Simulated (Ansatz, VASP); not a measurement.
# Two plane-wave programs on Cu3Au

```
Cu Au
1.0
     3.77991    0.00000    0.00000
     0.00000    3.77991    0.00000
     0.00000    0.00000    3.77991
Cu Au
3 1
Cartesian
  0.0000 1.8900 1.8900
  1.8900 1.8900 0.0000
  1.8900 0.0000 1.8900
  0.0000 0.0000 0.0000
```

Alike in both runs: task relaxation of cell and atoms; functional PBE; k mesh 12 × 12 × 12; occupations gaussian, width 0.1 eV; no spin polarisation.

|  | VASP | Ansatz |
| --- | --- | --- |
| version | VASP 6.6.1 | Ansatz 0.2.0 |
| potentials or method | VASP PAW PBE potentials, release 64 (Cu, Au), cutoff 600 eV | scalar-relativistic, plane waves, PAW |
| valence electrons in the cell | 44 | 76 |

|  | VASP | Ansatz | Ansatz less VASP |
| --- | --- | --- | --- |
| gap on the k mesh at the Fermi level, each at its own relaxed structure (eV) | none | none | - |
| relaxed volume (Å³/atom) | 13.53 | 13.51 | -0.026 |
| relaxed cell length with the largest relative difference (Å) | 3.783 | 3.780 | -0.0024 |

A gap of «none» marks a metal or a gap that the smearing closes. VASP's potentials hold 44 valence electrons a cell and Ansatz's 76, so a difference there can come from the potentials and not from the codes.

Spin-orbit coupling is off throughout.
